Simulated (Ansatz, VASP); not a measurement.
## C in VASP and in Ansatz

```
C
1.0
     0.00000    2.44487    0.00000
    -2.11730    1.22243    0.01160
    -1.35194    0.81496    9.99644
C
6
Direct
  0.50000 0.88884 0.16673
  0.83333 0.77773 0.83340
  0.16667 0.33329 0.50007
  0.50000 0.66669 0.49997
  0.83333 0.22224 0.16663
  0.16667 0.11113 0.83330
```

Alike in both runs: task single point; functional LDA; k mesh 12 × 12 × 3; occupations gaussian, width 0.05 eV; no spin polarisation.

|  | VASP | Ansatz |
| --- | --- | --- |
| version | VASP 6.6.1 | Ansatz 0.2.0 |
| potentials or method | VASP PAW LDA potentials, release 64 (C), cutoff 520 eV | scalar-relativistic, plane waves, PAW |
| valence electrons in the cell | 24 | 24 |

```tsv
	VASP	Ansatz	Ansatz less VASP
gap on the k mesh at the Fermi level (eV)	0.26	0.26	0.000
least direct gap on the mesh (eV)	0.26	0.26	0.000
pressure (GPa)	0.9	0.1	-0.81
traceless stress, the component that is largest in VASP (GPa)	-0.90	0.03	+0.931
rms of the force components (eV/Å)	0.010	0.010	-0.0001
```

LDA's correlation is that of Perdew and Zunger in VASP and of Perdew and Wang (1992) in Ansatz. Atom by atom the forces differ by 0.000 eV/Å (rms over components).
